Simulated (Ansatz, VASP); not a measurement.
CuAs in VASP and in Ansatz

INCAR

```
PREC = Accurate ; ENCUT = 520
EDIFF = 1E-7 ; ISMEAR = 0
SIGMA = 0.15 ; LREAL = False
LASPH = True ; NELM = 60
ALGO = Normal ; ISIF = 2
LWAVE = False ; LCHARG = False
GGA = CA ; NBANDS = 24
```

File KPOINTS:

```
regular mesh
0
Gamma
  15 15 10
```

POSCAR

```
CuAs
1.0
    3.7686940690      0.0000000000      0.0000000000
   -1.8843470345      3.2637848029      0.0000000000
    0.0000000000      0.0000000000      5.1469054901
Cu As
2 2
Direct
    0.0000000000      0.0000000000      0.5000000000
    0.0000000000      0.0000000000      0.0000000000
    0.6666666667      0.3333333333      0.7500000000
    0.3333333333      0.6666666667      0.2500000000
```

Input for Ansatz:

```yaml
crystal:
  lattice:
    - [3.768694069, 0.0, 0.0]
    - [-1.8843470345, 3.2637848029, 0.0]
    - [0.0, 0.0, 5.1469054901]
  atoms:
    - { symbol: Cu, position: [0.0, 0.0, 0.5] }
    - { symbol: Cu, position: [0.0, 0.0, 0.0] }
    - { symbol: As, position: [0.6666666667, 0.3333333333, 0.75] }
    - { symbol: As, position: [0.3333333333, 0.6666666667, 0.25] }
basis:
  ecutwfc: 520.0
kpoints:
  mp_grid: { grid: [15, 15, 10] }
hamiltonian:
  xc: lda
scf:
  occupations: { method: gaussian, width: 0.15 }
output:
  forces: true
  stress: true
  eigenvalues: true
```

Alike in both runs: task single point; functional LDA; k mesh 15 × 15 × 10; occupations gaussian, width 0.15 eV; no spin polarisation.

|  | VASP | Ansatz |
| --- | --- | --- |
| version | VASP 6.6.1 | Ansatz 0.2.0 |
| potentials or method | VASP PAW LDA potentials, release 64 (Cu, As), cutoff 520 eV | scalar-relativistic, plane waves, PAW |
| valence electrons in the cell | 32 | 68 |

VASP gave:

```
gap on the k mesh at the Fermi level (eV)                     : none
pressure (GPa)                                                : -5.3
traceless stress, the component that is largest in VASP (GPa) : -3.91
```

Question: What did Ansatz give for the same quantities?

Answer: gap on the k mesh at the Fermi level (eV): none; pressure (GPa): -5.8; traceless stress, the component that is largest in VASP (GPa): -3.97.

LDA's correlation is that of Perdew and Zunger in VASP and of Perdew and Wang (1992) in Ansatz. A gap of «none» marks a metal or a gap that the smearing closes. VASP's potentials hold 32 valence electrons a cell and Ansatz's 68, so a difference there can come from the potentials and not from the codes.
